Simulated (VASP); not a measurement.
# P in VASP: settings compared, part 3 of 4

VASP 6.6.1. Earlier steps stand in the parts before.

**5. Single point, r2SCAN**

This run uses another cell than the first one.

File POSCAR:

```
P
1.0
    4.6274948433      0.0000000000      0.0000000000
    0.0000000000      3.2918638654      0.0000000000
    0.0000000000      0.0000000000     27.8195791164
P
4
Direct
    0.0912379111      0.0000000000      0.3789328437
    0.4087620889      0.5000000000      0.3789328437
    0.5912379111      0.5000000000      0.3040393868
    0.9087620889      0.0000000000      0.3040393868
```

File INCAR.step1:

```
  PREC = Accurate
  ENCUT = 520
  ISMEAR = 0
  SIGMA = 0.01
  LREAL = F
  LASPH = T
  NELM = 100
  LDIPOL = T
  IDIPOL = 3
  DIPOL = 0.5 0.5 0.341
  NBANDS = 18
  GGA = PE
  ALGO = Normal
  EDIFF = 1E-4
  LWAVE = T
  LCHARG = F
```

File INCAR.step2:

```
  PREC = Accurate
  ENCUT = 520
  EDIFF = 1E-6
  ISMEAR = 0
  SIGMA = 0.01
  LREAL = F
  LASPH = T
  NELM = 100
  ALGO = Normal
  ISIF = 2
  LWAVE = F
  LCHARG = F
  LDIPOL = T
  IDIPOL = 3
  DIPOL = 0.5 0.5 0.341
  METAGGA = R2SCAN
  LMIXTAU = T
  NBANDS = 18
  ISTART = 1
```

File KPOINTS:

```
Automatic mesh
0
Gamma
  6 8 1
```

Potentials or basis: VASP PAW PBE potentials, release 64 (P).

The run is started by

```console
$ cat potpaw_PBE.64/P/POTCAR > POTCAR
$ cp INCAR.step1 INCAR
$ mpirun -np 1 vasp_std > vasp.out
$ cp INCAR.step2 INCAR
$ mpirun -np 1 vasp_std > vasp.out
```

OUTCAR:

```text
PREC = Accurate
   ENCUT = 520
   EDIFF = 1E-6
   ISMEAR = 0
   LREAL = F
   LASPH = T
   NELM = 100
   ISIF = 2
   METAGGA = R2SCAN
   ISTART = 1

 ion  position               nearest neighbor table
   1  0.091  0.000  0.379-   2 2.21   2 2.21   4 2.25
   2  0.409  0.500  0.379-   1 2.21   1 2.21   3 2.25
   3  0.591  0.500  0.304-   4 2.21   4 2.21   2 2.25
   4  0.909  0.000  0.304-   3 2.21   3 2.21   1 2.25

  LATTYP: Found a simple orthorhombic cell.
 ALAT       =     3.2918638654
 B/A-ratio  =     1.4057370027
 C/A-ratio  =     8.4510114190

  Lattice vectors:

 A1 = (   0.0000000000,  -3.2918638654,   0.0000000000)
 A2 = (   4.6274948433,   0.0000000000,   0.0000000000)
 A3 = (   0.0000000000,   0.0000000000,  27.8195791164)

Analysis of symmetry for initial positions (statically):
=====================================================================
 Subroutine PRICEL returns:
 Original cell was already a primitive cell.

 Routine SETGRP: Setting up the symmetry group for a
 simple orthorhombic supercell.

 Subroutine GETGRP returns: Found  8 space group operations
 (whereof  2 operations were pure point group operations)
 out of a pool of  8 trial point group operations.

The static configuration has the point symmetry C_1h.
 The point group associated with its full space group is D_2h.

Analysis of symmetry for dynamics (positions and initial velocities):
=====================================================================
 Subroutine PRICEL returns:
 Original cell was already a primitive cell.

 Routine SETGRP: Setting up the symmetry group for a
 simple orthorhombic supercell.

 Subroutine GETGRP returns: Found  8 space group operations
 (whereof  2 operations were pure point group operations)
 out of a pool of  8 trial point group operations.

The dynamic configuration has the point symmetry C_1h.
 The point group associated with its full space group is D_2h.

 Subroutine INISYM returns: Found  8 space group operations
 (whereof  2 operations are pure point group operations),
 and found     1 'primitive' translations

----------------------------------------------------------------------------------------

                                     Primitive cell

  volume of cell :     423.7780

  direct lattice vectors                    reciprocal lattice vectors
     4.627494843  0.000000000  0.000000000     0.216099647  0.000000000  0.000000000
     0.000000000  3.291863865  0.000000000     0.000000000  0.303779269  0.000000000
     0.000000000  0.000000000 27.819579116     0.000000000  0.000000000  0.035945907

  length of vectors
     4.627494843  3.291863865 27.819579116     0.216099647  0.303779269  0.035945907

  position of ions in fractional coordinates (direct lattice)
     0.091237911  0.000000000  0.378932844
     0.408762089  0.500000000  0.378932844
     0.591237911  0.500000000  0.304039387
     0.908762089  0.000000000  0.304039387

  ion indices of the primitive-cell ions
   primitive index   ion index
                 1           1
                 2           2
                 3           3
                 4           4

[... 24 lines left out ...]
 Found     20 irreducible k-points:

 Following reciprocal coordinates:
            Coordinates               Weight
  0.000000  0.000000  0.000000      1.000000
  0.166667  0.000000  0.000000      2.000000
  0.333333  0.000000  0.000000      2.000000
  0.500000  0.000000  0.000000      1.000000
  0.000000  0.125000  0.000000      2.000000
  0.166667  0.125000  0.000000      4.000000
[... 12 lines left out ...]
  0.333333  0.500000  0.000000      2.000000
  0.500000  0.500000  0.000000      1.000000
   k-points           NKPTS =     20   k-points in BZ     NKDIM =     20   number of bands    NBANDS=     18
   number of dos      NEDOS =    301   number of ions     NIONS =      4
   total plane-waves  NPLWV = 181440
   dimension x,y,z NGX =    36 NGY =   24 NGZ =  210
   dimension x,y,z NGXF=    72 NGYF=   48 NGZF=  420
   ions per type =               4
   NGX,Y,Z   is equivalent  to a cutoff of  12.93, 12.12, 12.55 a.u.
   NGXF,Y,Z  is equivalent  to a cutoff of  25.87, 24.24, 25.10 a.u.
 SYSTEM =  unknown system
   PREC   = accura    normal or accurate (medium, high low for compatibility)
   ISTART =      1    job   : 0-new  1-cont  2-samecut
   ICHARG =      0    charge: 1-file 2-atom 10-const
   ISPIN  =      1    spin polarized calculation?
   LNONCOLLINEAR =      F non collinear calculations
   LSORBIT =      F    spin-orbit coupling
   LASPH  =      T    aspherical Exc in radial PAW
   ENCUT  =  520.0 eV  38.22 Ry    6.18 a.u.   8.60  6.12 51.73*2*pi/ulx,y,z
   NELM   =    100;   NELMIN=  2; NELMDL=  0     # of ELM steps
   EDIFF  = 0.1E-05   stopping-criterion for ELM
   LREAL  =      F    real-space projection
[... 7 lines left out ...]
   TEBEG  =    0.0;   TEEND  =   0.0 temperature during run
   PSTRESS=    0.0 pullay stress
   NELECT =      20.0000    total number of electrons
   NUPDOWN=      -1.0000    fix difference up-down
   EMIN   =  10.00;   EMAX   =-10.00  energy-range for DOS
   EFERMI =   0.00;   METHOD = LEGACY
   ISMEAR =     0;   SIGMA  =   0.01  broadening in eV -4-tet -1-fermi 0-gaus
   EFERMI_NEDOS =   21; number of points for ismear=-14 and -15
   IALGO  =     38    algorithm
   IMIX   =      4    mixing-type and parameters
     AMIX     =   0.40;   BMIX     =  1.00
     AMIX_MAG =   1.60;   BMIX_MAG =  1.00
  volume/ion in A,a.u.               =     105.94       714.95
  Fermi-wavevector in a.u.,A,eV,Ry     =   0.591614  1.117989  4.762142  0.350008
  Thomas-Fermi vector in A             =   1.640111
   LORBIT       =      0    0 simple, 1 ext, 2 COOP (PROOUT), +10 PAW based schemes
   METAGGA = R2SCAN    functional components
   LHFCALC =     F    Hartree Fock is set to
   AEXX    =    0.0000 exact exchange contribution
   IVDW    =     0    specifies the selected vdW correction
   LEPSILON=     F    determine dielectric tensor
   LRPA    =     F    only Hartree local field effects (RPA)
 non-spin polarized calculation
 Gauss-broadening in eV      SIGMA  =   0.01
  energy-cutoff  :      520.00
  volume of cell :      423.78
 maximum number of plane-waves:     11464
 NGX is ok and might be reduce to    36
   NGX = 17   NGY = 13   NGZ =103

 dipolmoment           0.000000      0.000000      0.000001 electrons x Angstroem

 number of electron      20.0000000 magnetization

 dipolmoment           0.000000      0.000000     -0.000000 electrons x Angstroem

 Free energy of the ion-electron system (eV)
  ---------------------------------------------------
  ext. energy  EPLUGINS =         0.00000000
  ---------------------------------------------------
  free energy    TOTEN  =       -35.78867991 eV

  energy without entropy =      -35.78867991  energy(sigma->0) =      -35.78867991

 E-fermi :  -3.1041     XC(G=0):  -2.1633

 val. band max:       -3.2168544081   @ k =   0.0000   0.0000   0.0000
 cond. band min:      -2.0985588559   @ k =   0.0000   0.0000   0.0000
 fundamental gap:      1.1182955522
 Fermi energy:        -3.1041179837

 k-point     1 :       0.0000    0.0000    0.0000
  band No.  band energies     occupation
      1     -19.0471      2.00000
      2     -16.4385      2.00000
      3     -12.8927      2.00000
      4      -9.2401      2.00000
      5      -8.0162      2.00000
      6      -7.9424      2.00000
[... 397 lines left out ...]
      5      -8.4840      2.00000
      6      -8.4840      2.00000
[... 10 lines left out ...]
     17       3.7271      0.00000
     18       3.7271      0.00000

------------------------ aborting loop because EDIFF is reached ----------------------------------------

 vacuum level on the upper side and lower side of the slab       (xc-potential included)        -0.012        -0.010

  FORCE on cell =-STRESS in cart. coord.  units (eV):
  Direction    XX          YY          ZZ          XY          YZ          ZX
  --------------------------------------------------------------------------------------
  -------------------------------------------------------------------------------------
  Total       -0.3279599     -0.3598273     -0.2606823      0.0000000      0.0000000      0.0000000
  in kB       -1.2399180     -1.3603992     -0.9855616      0.0000000      0.0000000      0.0000000
  external PRESSURE =      -1.1952929 kB  Pullay stress =       0.0000000 kB

 VOLUME and BASIS-vectors are now :
 -----------------------------------------------------------------------------
  energy-cutoff  :      520.00
  volume of cell :      423.78
      direct lattice vectors                 reciprocal lattice vectors
     4.627494843  0.000000000  0.000000000     0.216099647  0.000000000  0.000000000
     0.000000000  3.291863865  0.000000000     0.000000000  0.303779269  0.000000000
     0.000000000  0.000000000 27.819579116     0.000000000  0.000000000  0.035945907

 POSITION                                       TOTAL-FORCE (eV/Angst)
 -----------------------------------------------------------------------------------
      0.42220      0.00000     10.54175         0.078734     -0.000000     -0.058192
      1.89154      1.64593     10.54175        -0.078734     -0.000000     -0.058192
      2.73595      1.64593      8.45825         0.078734      0.000000      0.058192
      4.20529      0.00000      8.45825        -0.078734      0.000000      0.058192
 -----------------------------------------------------------------------------------
    total drift:                               -0.000000      0.000000      0.000005

  FREE ENERGIE OF THE ION-ELECTRON SYSTEM (eV)
  ---------------------------------------------------
  free  energy   TOTEN  =       -35.7886799129 eV

  energy  without entropy=      -35.7886799129  energy(sigma->0) =      -35.78867991

 vacuum level on the upper side and lower side of the slab         1.996         1.997
```

It took 47 min on 1 thread of Intel Xeon 8259CL, shared host; peak memory 0.52 GiB.

Results:

| Property | Result |
| --- | --- |
| Free energy | -35.7887 eV |
| Largest force | 0.098 eV/Å |
| Band gap on the k mesh | 1.12 eV |

Forces in eV/Å, atoms in the order of the input:
```
P    0.079  0.000 -0.058
P   -0.079  0.000 -0.058
P    0.079  0.000  0.058
P   -0.079  0.000  0.058
```

Levels at points of the mesh, in eV from the valence-band top:
| k point | band 8 | band 9 | band 10 | band 11 | band 12 | band 13 |
| --- | --- | --- | --- | --- | --- | --- |
| (0.00, 0.00, 0.00) | -1.99 | -1.70 | 0.00 | 1.12 | 1.86 | 2.95 |
| (0.50, 0.00, 0.00) | -2.82 | -1.42 | -1.42 | 2.39 | 2.39 | 3.97 |
| (0.00, 0.50, 0.00) | -2.88 | -2.02 | -2.02 | 1.48 | 1.48 | 2.49 |
| (0.50, 0.50, 0.00) | -4.71 | -1.15 | -1.15 | 2.62 | 2.62 | 4.09 |

Caveat: the PAW data sets were made with another functional, which shifts forces and pressure a little.

(Continued in part 4 of 4.)
